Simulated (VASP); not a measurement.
Write the native input for VASP 6.6.1 that does the following.

```yaml
Task: relaxation of cell and atoms
Functional: PBEsol
Potentials_or_basis: VASP PAW PBE potentials, release 64 (H)
Cutoff: 600 eV
k_mesh: 6 × 6 × 22
Occupations: gaussian, width 0.02 eV
Spin: no spin polarisation
Dipole_correction: no
Further_INCAR_settings: ALGO = Normal; EDIFF = 1e-06; IBRION = 2; EDIFFG = -0.01; NSW = 100; ISIF = 3
```

The structure of H lies in POSCAR:

```
H
1.0
    5.4572124671      0.0000000000      0.0000000000
   -2.7286062336      4.7260846303      0.0000000000
    0.0000000000      0.0000000000      0.9830730860
H
2
Direct
    0.3333333333      0.6666666667      0.2500000000
    0.6666666667      0.3333333333      0.7500000000
```

The input as run:

INCAR

```
PREC = Accurate
ENCUT = 600
EDIFF = 1E-6
ISMEAR = 0
SIGMA = 0.02
LREAL = False
LASPH = True
NELM = 60
ALGO = Normal
ISIF = 3
LWAVE = False
LCHARG = False
GGA = PS
IBRION = 2
NSW = 100
EDIFFG = -0.01
```

KPOINTS

```
regular mesh
0
Gamma
  6 6 22
```

Potentials or basis: VASP PAW PBE potentials, release 64 (H).

Command:

```console
$ cat potpaw_PBE.64/H/POTCAR > POTCAR
$ mpirun -np 1 vasp_std > vasp.out
```

Results of the run:

- Relaxed volume: 12.75 Å³/atom
- Relaxed cell: a = 5.457 Å, b = 5.457 Å, c = 0.988 Å, α = 90.00°, β = 90.00°, γ = 120.00°
- Space group after relaxing (to 0.1 Å): P6_3/mmc (No. 194)
- Energy gained by relaxing: 0.2 meV/atom
- Ionic steps: 3
- Pressure after relaxing: 0.0 GPa
- Band gap on the k mesh: zero (bands 1 and 2 overlap by 34.06 eV)

Caveat: the PAW data sets were made with another functional, which shifts forces and pressure a little.

Wall time 7.7 s on 1 thread of AMD EPYC 9R45 96-Core Processor (Zen 5) (shared host), peak memory 0.11 GiB.
